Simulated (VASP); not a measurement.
# Ni (Pm-3m) in VASP: a series of runs, part 2 of 2

VASP 6.6.1. The steps go on from the part before.

### Step 5. Single point, LDA, collinear spin, ferromagnetic start (11.08 Å³/atom)

This run uses another cell than the first one, of 11.08 Å³/atom.

INCAR reads:

```
PREC     = Accurate       # precision mode
ENCUT    = 520            # plane-wave cutoff, eV
EDIFF    = 1E-6           # SCF threshold, eV
ISMEAR   = -1             # smearing method
SIGMA    = 0.05           # smearing width, eV
LREAL    = F              # projectors in reciprocal space
LASPH    = T              # aspherical terms in the spheres
NELM     = 150            # most SCF steps
ALGO     = Normal         # electronic algorithm
ISIF     = 2              # what is computed and relaxed
LWAVE    = F              # write WAVECAR
LCHARG   = T              # write CHGCAR
ISPIN    = 2              # spin polarisation
MAGMOM   = 0.463          # initial moments
LORBIT   = 11             # projections on sites
LMAXMIX  = 4              # l up to which the mixer works
GGA      = CA             # functional
LELF     = T              # ELF
LVHAR    = T            
NBANDS   = 15             # bands
```

KPOINTS reads:

```
regular mesh
0
Gamma
  23 23 23
```

POSCAR reads:

```
Ni
1.0
    2.2294604697      0.0000000000      0.0000000000
    0.0000000000      2.2294604697      0.0000000000
    0.0000000000      0.0000000000      2.2294604697
Ni
1
Direct
    0.0000000000      0.0000000000      0.0000000000
```

Command:

```console
cat potpaw_LDA.64/Ni/POTCAR > POTCAR
mpirun -np 1 vasp_std > vasp.out
```

Wall time 44 s (1 thread of Intel Xeon 6975P-C (Granite Rapids), shared host); peak memory 0.19 GiB.

Results (log left out):

```yaml
Free_energy: -5.8157 eV
Pressure: 8.0 GPa
Net_moment: 0.39 μB per cell
Site_moments: Ni +0.39 μB
Valence_electrons_inside_the_program's_atomic_spheres: Ni 9.47
```

Levels at points of the mesh, in eV from the Fermi level:
Spin up:
```csv
k point,band 2,band 3,band 4,band 5,band 6,band 7,band 8,band 9
"(0.00, 0.00, 0.00)",-4.14,-4.14,-0.16,-0.16,-0.16,20.97,20.97,20.97
```
Spin down:
| k point | band 3 | band 4 | band 5 | band 6 | band 7 | band 8 |
| --- | --- | --- | --- | --- | --- | --- |
| (0.00, 0.00, 0.00) | -3.86 | 0.28 | 0.28 | 0.28 | 21.04 | 21.04 |

Caveat: the cell stands under pressure.

### Step 6. Relaxation of cell and atoms, LDA, collinear spin, ferromagnetic start

This run uses another cell than the first one, of 11.81 Å³/atom.

INCAR reads:

```
SYSTEM = Ni
PREC = Accurate
ENCUT = 600
EDIFF = 1E-6
ISMEAR = -1
SIGMA = 0.05
LREAL = .FALSE.
LASPH = .TRUE.
NELM = 150
ALGO = Normal
ISIF = 3
LWAVE = .FALSE.
LCHARG = .FALSE.
ISPIN = 2
MAGMOM = 0.8
LORBIT = 11
LMAXMIX = 4
IBRION = 2
NSW = 80
EDIFFG = -0.01
```

KPOINTS reads:

```
regular mesh
0
G
  14 14 14
  0 0 0
```

POSCAR reads:

```
Ni
1.0
    2.2775907947      0.0000000000      0.0000000000
    0.0000000000      2.2775907947      0.0000000000
    0.0000000000      0.0000000000      2.2775907947
Ni
1
Direct
    0.0000000000      0.0000000000      0.0000000000
```

Potentials or basis: VASP PAW LDA potentials, release 64 (Ni).

Command:

```console
cat potpaw_LDA.64/Ni/POTCAR > POTCAR
mpirun -np 1 vasp_std > vasp.out
```

OUTCAR:

```text
SYSTEM = Ni
   PREC = Accurate
   ENCUT = 600
   EDIFF = 1E-6
   ISMEAR = -1
   LREAL = .FALSE.
   LASPH = .TRUE.
   NELM = 150
   ISIF = 3
   ISPIN = 2
   LORBIT = 11
   IBRION = 2
   NSW = 80
   EDIFFG = -0.01

 ion  position               nearest neighbor table
   1  0.000  0.000  0.000-

  LATTYP: Found a simple cubic cell.
 ALAT       =     2.2775907947

  Lattice vectors:

 A1 = (   2.2775907947,   0.0000000000,   0.0000000000)
 A2 = (   0.0000000000,   2.2775907947,   0.0000000000)
 A3 = (   0.0000000000,   0.0000000000,   2.2775907947)

Analysis of symmetry for initial positions (statically):
=====================================================================
 Subroutine PRICEL returns:
 Original cell was already a primitive cell.

 Routine SETGRP: Setting up the symmetry group for a
 simple cubic supercell.

 Subroutine GETGRP returns: Found 48 space group operations
 (whereof 48 operations were pure point group operations)
 out of a pool of 48 trial point group operations.

The static configuration has the point symmetry O_h .

Analysis of symmetry for dynamics (positions and initial velocities):
=====================================================================
 Subroutine PRICEL returns:
 Original cell was already a primitive cell.

 Routine SETGRP: Setting up the symmetry group for a
 simple cubic supercell.

 Subroutine GETGRP returns: Found 48 space group operations
 (whereof 48 operations were pure point group operations)
 out of a pool of 48 trial point group operations.

The dynamic configuration has the point symmetry O_h .

Analysis of structural, dynamic, and magnetic symmetry:
=====================================================================
 Subroutine PRICEL returns:
 Original cell was already a primitive cell.

 Routine SETGRP: Setting up the symmetry group for a
 simple cubic supercell.

 Subroutine GETGRP returns: Found 48 space group operations
 (whereof 48 operations were pure point group operations)
 out of a pool of 48 trial point group operations.

The overall configuration has the point symmetry O_h .

 Subroutine INISYM returns: Found 48 space group operations
 (whereof 48 operations are pure point group operations),
[... 133 lines left out ...]

 number of electron      10.0000000 magnetization       0.8000000

 number of electron       9.9999996 magnetization       0.4562086

 Free energy of the ion-electron system (eV)
  ---------------------------------------------------
  ext. energy  EPLUGINS =         0.00000000
  ---------------------------------------------------
  free energy    TOTEN  =        -5.82263513 eV

  energy without entropy =       -5.80826670  energy(sigma->0) =       -5.81545091

------------------------ aborting loop because EDIFF is reached ----------------------------------------

  FORCE on cell =-STRESS in cart. coord.  units (eV):
  Direction    XX          YY          ZZ          XY          YZ          ZX
  --------------------------------------------------------------------------------------
  -------------------------------------------------------------------------------------
  Total       -0.3171563     -0.3171563     -0.3171563      0.0000000     -0.0000000     -0.0000000
  in kB      -43.0087532    -43.0087532    -43.0087532      0.0000000     -0.0000000     -0.0000000
  external PRESSURE =     -43.0087532 kB  Pullay stress =       0.0000000 kB
[... 57 lines left out ...]
--------------------------------------- Ionic step        3  -------------------------------------------

 number of electron       9.9999995 magnetization       0.4461355

 Free energy of the ion-electron system (eV)
  ---------------------------------------------------
  ext. energy  EPLUGINS =         0.00000000
  ---------------------------------------------------
  free energy    TOTEN  =        -5.82667389 eV

  energy without entropy =       -5.81264227  energy(sigma->0) =       -5.81965808

 E-fermi :   8.2701     XC(G=0): -13.1690

 val. band max:        8.2610364511   @ k =   0.4286   0.1429   0.0000
 cond. band min:       8.2879736499   @ k =   0.5000   0.3571   0.0714
 fundamental gap:      0.0269371988
 Fermi energy:         8.2701448919

 spin component 1

 k-point     1 :       0.0000    0.0000    0.0000
  band No.  band energies     occupation
      1      -0.2545      1.00000
      2       4.3055      1.00000
      3       4.3055      1.00000
      4       8.0643      0.98396
      5       8.0643      0.98396
      6       8.0643      0.98396
      7      28.7405      0.00000
      8      28.7405      0.00000
      9      28.7405      0.00000
[... 265 lines left out ...]
 k-point    24 :       0.3571    0.2143    0.0000
  band No.  band energies     occupation
      1       3.8500      1.00000
      2       5.0137      1.00000
      3       5.9373      1.00000
      4       7.1602      1.00000
      5       7.7114      0.99999
      6       7.8519      0.99977
      7      16.0804      0.00000
      8      24.5838      0.00000
      9      32.3351      0.00000

 [... further k-points ...]

 spin component 2

 k-point     1 :       0.0000    0.0000    0.0000
  band No.  band energies     occupation
      1      -0.1986      1.00000
      2       4.6414      1.00000
      3       4.6414      1.00000
      4       8.5583      0.00313
      5       8.5583      0.00313
      6       8.5583      0.00313
      7      28.8206      0.00000
      8      28.8206      0.00000
      9      28.8206      0.00000
[... 304 lines left out ...]
  FREE ENERGIE OF THE ION-ELECTRON SYSTEM (eV)
  ---------------------------------------------------
  free  energy   TOTEN  =        -5.8266738867 eV

  energy  without entropy=       -5.8126422677  energy(sigma->0) =       -5.81965808

 reached required accuracy - stopping structural energy minimisation

 total charge

# of ion       s       p       d       tot
------------------------------------------
    1        0.547   0.450   8.406   9.403

 magnetization (x)

# of ion       s       p       d       tot
------------------------------------------
    1        0.001  -0.000   0.444   0.445
```

Wall time 19 s (1 thread of Intel Xeon 6975P-C (Granite Rapids), shared host); peak memory 0.14 GiB.

Results:

* Free energy: -5.8267 eV
* Relaxed volume: 11.53 Å³/atom
* Relaxed cell: a = 2.259 Å, b = 2.259 Å, c = 2.259 Å, α = 90.00°, β = 90.00°, γ = 90.00°
* Space group after relaxing (to 0.1 Å): Pm-3m (No. 221)
* Energy gained by relaxing: 4.0 meV/atom
* Ionic steps: 3
* Pressure after relaxing: 0.0 GPa
* Net moment: 0.45 μB per cell
* Site moments: Ni +0.45 μB
* Valence electrons inside the program's atomic spheres: Ni 9.40

The path:
```
step  energy change (eV)  largest force (eV/Å)  pressure (GPa)  volume (Å³)
   1              0.0000                0.0000           -4.30        11.81
   2             -0.0009                0.0000            4.22        11.28
   3             -0.0040                0.0000           -0.02        11.53
```

Final structure:
```cif
data_structure
_symmetry_space_group_name_H-M 'P 1'
_symmetry_Int_Tables_number 1
_cell_length_a 2.2588
_cell_length_b 2.2588
_cell_length_c 2.2588
_cell_angle_alpha 90.000
_cell_angle_beta 90.000
_cell_angle_gamma 90.000
_cell_volume 11.53
loop_
_atom_site_label
_atom_site_type_symbol
_atom_site_fract_x
_atom_site_fract_y
_atom_site_fract_z
_atom_site_occupancy
Ni1 Ni 0.00000 0.00000 0.00000 1
```

Levels at points of the mesh, in eV from the Fermi level:
Spin up:
```csv
k point,band 2,band 3,band 4,band 5,band 6,band 7,band 8,band 9
"(0.00, 0.00, 0.00)",-3.96,-3.96,-0.21,-0.21,-0.21,20.47,20.47,20.47
"(0.50, 0.00, 0.00)",-3.48,-1.40,-1.40,-1.23,-0.10,4.12,25.42,28.03
"(0.50, 0.50, 0.00)",-3.06,-1.16,-1.16,0.60,5.44,5.44,12.00,12.40
"(0.50, 0.50, 0.50)",-3.57,-3.57,0.66,0.66,12.51,12.51,12.51,14.29
```
Spin down:
| k point | band 1 | band 2 | band 3 | band 4 | band 5 | band 6 | band 7 | band 8 | band 9 |
| --- | --- | --- | --- | --- | --- | --- | --- | --- | --- |
| (0.00, 0.00, 0.00) | -8.47 | -3.63 | -3.63 | 0.29 | 0.29 | 0.29 | 20.55 | 20.55 | 20.55 |
| (0.50, 0.00, 0.00) | -4.03 | -3.12 | -1.19 | -0.94 | -0.94 | 0.40 | 4.41 | 25.43 | 28.07 |
| (0.50, 0.50, 0.00) | -4.30 | -2.73 | -0.69 | -0.69 | 1.03 | 5.50 | 5.50 | 12.18 | 12.60 |
| (0.50, 0.50, 0.50) | -3.19 | -3.19 | -3.19 | 1.10 | 1.10 | 12.62 | 12.62 | 12.62 | 14.27 |

### Step 7. Summary

| task | cell | k mesh | cutoff (eV) | gap on the mesh (eV) | pressure (GPa) | moment (μB) |
| --- | --- | --- | --- | --- | --- | --- |
| single point | a = 2.260 Å, 1 atom | 14 × 14 × 14 | 520 | none | -0.1 | 0.45 |
| single point | a = 2.166 Å, 1 atom | 23 × 23 × 23 | 520 | none | 31.6 | 0.29 |
| single point | a = 2.198 Å, 1 atom | 23 × 23 × 23 | 520 | none | 18.4 | 0.35 |
| single point | a = 2.229 Å, 1 atom | 23 × 23 × 23 | 520 | none | 8.0 | 0.39 |
| relaxation of cell and atoms | relaxed from a = 2.278 Å, 1 atom | 14 × 14 × 14 | 600 | none | 0.0 | 0.45 |

Alike in all rows: level LDA; potentials or basis VASP PAW LDA potentials, release 64 (Ni); spin collinear, ferromagnetic start; smearing fermi-dirac 0.05 eV.

Caveats: the cell stands under pressure (at least some runs).

Total energies depend on the potentials used, so only differences within one code and one set of settings carry meaning.
